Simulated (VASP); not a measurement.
Input of a VASP 6.6.1 run:

INCAR

```
SYSTEM = GaN
  PREC = Accurate
  ENCUT = 520
  EDIFF = 1E-6
  ISMEAR = -1
  SIGMA = 0.08
  LREAL = .False.
  LASPH = .True.
  NELM = 100
  ALGO = Normal
  ISIF = 2
  LWAVE = .False.
  LCHARG = .True.
  GGA = PS
  LELF = .True.
  LVHAR = .True.
  NBANDS = 16
```

KPOINTS

```
Automatic mesh
0
Gamma
  12 12 12
  0 0 0
```

POSCAR

```
GaN
1.0
    0.0000000000      2.2491336628      2.2491336628
    2.2491336628      0.0000000000      2.2491336628
    2.2491336628      2.2491336628      0.0000000000
Ga N
1 1
Direct
    0.0000000000      0.0000000000      0.0000000000
    0.2500000000      0.2500000000      0.2500000000
```

Potentials or basis: VASP PAW PBE potentials, release 64 (Ga_d, N).

Launch:

```console
$ cat potpaw_PBE.64/Ga_d/POTCAR potpaw_PBE.64/N/POTCAR > POTCAR
$ mpirun -np 1 vasp_std > vasp.out
```

Question: Estimate the pressure.

Answer: -0.2 GPa.

Question: Estimate the band gap on the k mesh.

Answer: 1.72 eV, direct.

Caveat: the PAW data sets were made with another functional, which shifts forces and pressure a little.
